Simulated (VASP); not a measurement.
Wanted: the native input for a VASP 6.6.1 run.

```
Task                   : single point
Functional             : PBEsol
Potentials or basis    : VASP PAW PBE potentials, release 64 (Pb_d, O)
Cutoff                 : 520 eV
k mesh                 : 8 × 8 × 6
Occupations            : gaussian, width 0.05 eV
Spin                   : no spin polarisation
Dipole correction      : no
Further INCAR settings : ALGO = Normal; EDIFF = 1e-06; NBANDS = 28
```

The structure of PbO lies in POSCAR:

```
PbO
1.0
    4.0568204757      0.0000000000      0.0000000000
    0.0000000000      4.0568204757      0.0000000000
    0.0000000000      0.0000000000      5.5970750290
Pb O
2 2
Direct
    0.5000000000      0.0000000000      0.2126163549
    0.0000000000      0.5000000000      0.7873836451
    0.0000000000      0.0000000000      0.0000000000
    0.5000000000      0.5000000000      0.0000000000
```

One way to write it, as run:

INCAR

```
SYSTEM = PbO
PREC = Accurate
ENCUT = 520
EDIFF = 1E-6
ISMEAR = 0
SIGMA = 0.05
LREAL = .False.
LASPH = .True.
NELM = 80
ALGO = Normal
ISIF = 2
LWAVE = .False.
LCHARG = .True.
GGA = PS
LELF = .True.
LVHAR = .True.
NBANDS = 28
```

KPOINTS

```
Automatic mesh
0
Gamma
  8 8 6
  0 0 0
```

Potentials or basis: VASP PAW PBE potentials, release 64 (Pb_d, O).

Run with:

```sh
$ cat potpaw_PBE.64/Pb_d/POTCAR potpaw_PBE.64/O/POTCAR > POTCAR
$ mpirun -np 1 vasp_std > vasp.out
```

Results of the run:

```yaml
Pressure: -3.0 GPa
Largest_force: 0.330 eV/Å
Band_gap_on_the_k_mesh: 1.71 eV, indirect (least direct gap 1.84 eV)
```

Caveat: the PAW data sets were made with another functional, which shifts forces and pressure a little; spin-orbit coupling is left out, which moves the levels of the heavy elements.

It took 81 s on 1 thread of AMD EPYC 9R45 96-Core Processor (Zen 5) (shared host), peak memory 0.24 GiB.
